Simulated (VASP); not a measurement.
Write the native input for VASP 6.6.1 that does the following.

| Item | Value |
| --- | --- |
| Task | single point |
| Functional | PBE |
| Potentials or basis | VASP PAW PBE potentials, release 64 (B) |
| Cutoff | 520 eV |
| k mesh | 6 × 6 × 6 |
| Occupations | gaussian, width 0.1 eV |
| Spin | no spin polarisation |
| Dipole correction | no |
| Further INCAR settings | ALGO = Normal; EDIFF = 1e-06; NBANDS = 18 |

The structure of B lies in POSCAR:

```
B
1.0
    3.5210193946      2.0328614953      0.9520765013
   -3.5210193946      2.0328614953      0.9520765013
    0.0000000000     -4.0657229906      0.9520765013
B
6
Direct
    0.0061921329      0.2633609825      0.0061921329
    0.0061921329      0.0061921329      0.2633609825
    0.2633609825      0.0061921329      0.0061921329
    0.7213324902      0.3947897711      0.7213324902
    0.7213324902      0.7213324902      0.3947897711
    0.3947897711      0.7213324902      0.7213324902
```

One way to write it, as run:

INCAR

```
PREC = Accurate
ENCUT = 520
EDIFF = 1E-6
ISMEAR = 0
SIGMA = 0.1
LREAL = False
LASPH = True
NELM = 60
ALGO = Normal
ISIF = 2
LWAVE = False
LCHARG = False
GGA = PE
NBANDS = 18
```

KPOINTS

```
Automatic mesh
0
Gamma
  6 6 6
```

Potentials or basis: VASP PAW PBE potentials, release 64 (B).

Command:

```sh
$ cat potpaw_PBE.64/B/POTCAR > POTCAR
$ mpirun -np 1 vasp_std > vasp.out
```

Results of the run:

| Item | Value |
| --- | --- |
| Pressure | 0.0 GPa |
| Largest force | 0.006 eV/Å |
| Band gap on the k mesh | zero (bands 9 and 10 overlap by 2.85 eV) |

Caveat: the k points lie up to 0.40 Å⁻¹ apart, too coarse for converged energies and pressures of a metal.

Wall time 36 s on 1 thread of Intel Xeon 8259CL, with other jobs on the host, peak memory 0.17 GiB.
